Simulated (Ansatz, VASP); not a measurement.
## ZnS in VASP and in Ansatz

```xyz
2
Lattice="0.0000 2.7417 2.6320 2.7417 0.0000 2.6320 2.7417 2.7417 0.0000" Properties=species:S:1:pos:R:3 pbc="T T T"
Zn    0.0000    0.0000    0.0000
S     4.1126    4.1126    3.9481
```

Alike in both runs: task single point; functional r2SCAN; k mesh 8 × 8 × 8; occupations gaussian, width 0.05 eV; no spin polarisation.

|  | VASP | Ansatz |
| --- | --- | --- |
| version | VASP 6.6.1 | Ansatz 0.2.0 |
| potentials or method | VASP PAW PBE potentials, release 64 (Zn, S), cutoff 520 eV | scalar-relativistic, plane waves, PAW |
| valence electrons in the cell | 18 | 18 |

```csv
,VASP,Ansatz,Ansatz less VASP
gap on the k mesh at the Fermi level (eV),2.57,2.56,-0.010
least direct gap on the mesh (eV),2.57,2.56,-0.010
pressure (GPa),-0.9,-0.9,+0.01
"traceless stress, the component that is largest in VASP (GPa)",1.10,1.10,-0.007
```

VASP's potentials were made for PBE, not for r2SCAN.
